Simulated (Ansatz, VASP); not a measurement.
## Si2GeN: VASP beside Ansatz

File INCAR:

```
ALGO = Normal
EDIFF = 1E-7
EDIFFG = -0.01
ENCUT = 600
GGA = PE
IBRION = 2
ISIF = 3
ISMEAR = 0
LASPH = T
LCHARG = F
LREAL = F
LWAVE = F
NELM = 80
NSW = 100
PREC = Accurate
SIGMA = 0.1
```

The input KPOINTS:

```
k-points
0
Gamma
  12 12 10
```

The input POSCAR:

```
Si2GeN
1.0
    3.6309166113      0.0000000000      0.0000000000
    0.0000000000      3.6309166113      0.0000000000
    0.0000000000      0.0000000000      4.6766841826
Si Ge N
2 1 1
Direct
    0.5000000000      0.0000000000      0.8184739630
    0.0000000000      0.5000000000      0.1815260370
    0.0000000000      0.0000000000      0.5000000000
    0.5000000000      0.5000000000      0.0000000000
```

Input for Ansatz:

```yaml
crystal:
  lattice:
    - [3.6309166113, 0.0, 0.0]
    - [0.0, 3.6309166113, 0.0]
    - [0.0, 0.0, 4.6766841826]
  atoms:
    - { symbol: Si, position: [0.5, 0.0, 0.818473963] }
    - { symbol: Si, position: [0.0, 0.5, 0.181526037] }
    - { symbol: Ge, position: [0.0, 0.0, 0.5] }
    - { symbol: "N", position: [0.5, 0.5, 0.0] }
basis:
  ecutwfc: 420
kpoints:
  mp_grid: { grid: [12, 12, 10] }
hamiltonian:
  xc: pbe
scf:
  occupations: { method: gaussian, width: 0.1 }
output:
  forces: true
  stress: true
  eigenvalues: true
relax:
  adjacent_minimum: "off"
  f_tol: 0.01
  max_steps: 80
  cell: { stress_tol: 0.05 }
```

Change from the starting cell: species swapped into the ZnGeAs2 type (P-4m2, No. 115).

Alike in both runs: task relaxation of cell and atoms; functional PBE; k mesh 12 × 12 × 10; occupations gaussian, width 0.1 eV; no spin polarisation.

```csv
,VASP,Ansatz
version,VASP 6.6.1,Ansatz 0.2.0
potentials or method,"VASP PAW PBE potentials, release 64 (Si, Ge_d, N), cutoff 600 eV","scalar-relativistic, plane waves, PAW"
valence electrons in the cell,27,27
```

```tsv
	VASP	Ansatz	Ansatz less VASP
gap on the k mesh at the Fermi level, each at its own relaxed structure (eV)	none	none	-
relaxed volume (Å³/atom)	15.38	15.39	+0.013
relaxed length of the cell vector where the two differ most in proportion (Å)	4.673	4.676	+0.0022
```

A gap of «none» marks a metal or a gap that the smearing closes.
